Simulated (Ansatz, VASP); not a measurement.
## One calculation of WS2, two programs

```
CELL_PARAMETERS angstrom
1.56280 0.90228 6.32947
-1.56280 0.90228 6.32947
0.00000 -1.80457 6.32947
ATOMIC_POSITIONS crystal
W 0.99934 0.99934 0.99934
S 0.75278 0.75278 0.75278
S 0.57917 0.57917 0.57917
```

Alike in both runs: task single point; functional PBE; dispersion D3(BJ); k mesh 12 × 12 × 12; occupations gaussian, width 0.05 eV; no spin polarisation.

```csv
,VASP,Ansatz
version,VASP 6.6.1,Ansatz 0.2.0
potentials or method,"VASP PAW PBE potentials, release 64 (W_sv, S), cutoff 520 eV","scalar-relativistic, plane waves, PAW"
valence electrons in the cell,26,26
```

|  | VASP | Ansatz | Ansatz less VASP |
| --- | --- | --- | --- |
| gap on the k mesh at the Fermi level (eV) | 1.11 | 1.10 | -0.014 |
| least direct gap on the mesh (eV) | 2.21 | 2.21 | -0.002 |
| pressure (GPa) | -4.8 | -4.8 | +0.04 |
| traceless stress, the component that is largest in VASP (GPa) | -7.44 | -7.45 | 0.000 |
| rms of the force components (eV/Å) | 0.529 | 0.530 | +0.0010 |

Atom by atom the forces differ by 0.001 eV/Å (rms over components).

Neither program's run includes spin-orbit coupling.
